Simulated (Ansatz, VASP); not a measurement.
## GdO: VASP beside Ansatz

Contents of INCAR:

```
SYSTEM = GdO
ALGO = Normal ; EDIFF = 1E-6
ENCUT = 520 ; GGA = PS
ISIF = 2 ; ISMEAR = -1
ISPIN = 2 ; LASPH = .TRUE.
LCHARG = .FALSE. ; LMAXMIX = 6
LORBIT = 11 ; LREAL = .FALSE.
LWAVE = .FALSE. ; MAGMOM = 7 0
NBANDS = 23 ; NELM = 150
PREC = Accurate ; SIGMA = 0.05
```

The input KPOINTS:

```
k-points
0
G
  9 9 9
  0 0 0
```

File POSCAR:

```
GdO
1.0
    0.0000000000      2.6635090403      2.6635090403
    2.6635090403      0.0000000000      2.6635090403
    2.6635090403      2.6635090403      0.0000000000
Gd O
1 1
Direct
    0.0000000000      0.0000000000      0.0000000000
    0.7500000000      0.7500000000      0.7500000000
```

input.yaml

```yaml
crystal:
  lattice:
    - [0.0, 2.6635090403, 2.6635090403]
    - [2.6635090403, 0.0, 2.6635090403]
    - [2.6635090403, 2.6635090403, 0.0]
  atoms:
    - { symbol: Gd, position: [0.0, 0.0, 0.0], spin: 7.0 }
    - { symbol: O, position: [0.75, 0.75, 0.75] }
hamiltonian:
  xc: pbesol
  pseudopotentials: { kind: paw }
magnetization:
  spin_polarized: true
kpoints:
  mp_grid: { grid: [9, 9, 9] }
scf:
  occupations: { method: fermi_dirac, width: 0.05 }
output:
  forces: true
  stress: true
  eigenvalues: true
```

Alike in both runs: task single point; functional PBEsol; k mesh 9 × 9 × 9; occupations fermi-dirac, width 0.05 eV; collinear spin.

|  | VASP | Ansatz |
| --- | --- | --- |
| version | VASP 6.6.1 | Ansatz 0.2.0 |
| potentials or method | VASP PAW PBE potentials, release 64 (Gd, O) | Ansatz PAW |
| plane-wave cutoff (eV) | 520 | 420 |
| valence electrons in the cell | 24 | 24 |

|  | VASP | Ansatz | Ansatz less VASP |
| --- | --- | --- | --- |
| gap on the k mesh at the Fermi level (eV) | none | none | - |
| pressure (GPa) | -0.6 | -0.8 | -0.21 |
| net moment per atom (μB) | 3.76 | 3.75 | -0.007 |
| size of the moment on the site where the two differ most (μB) | 6.87 | 6.80 | -0.068 |

VASP's potentials were made for PBE, not for PBEsol. Site moments also hang on the region over which each program counts them. A gap of «none» marks a metal or a gap that the smearing closes.

Neither program's run includes spin-orbit coupling.
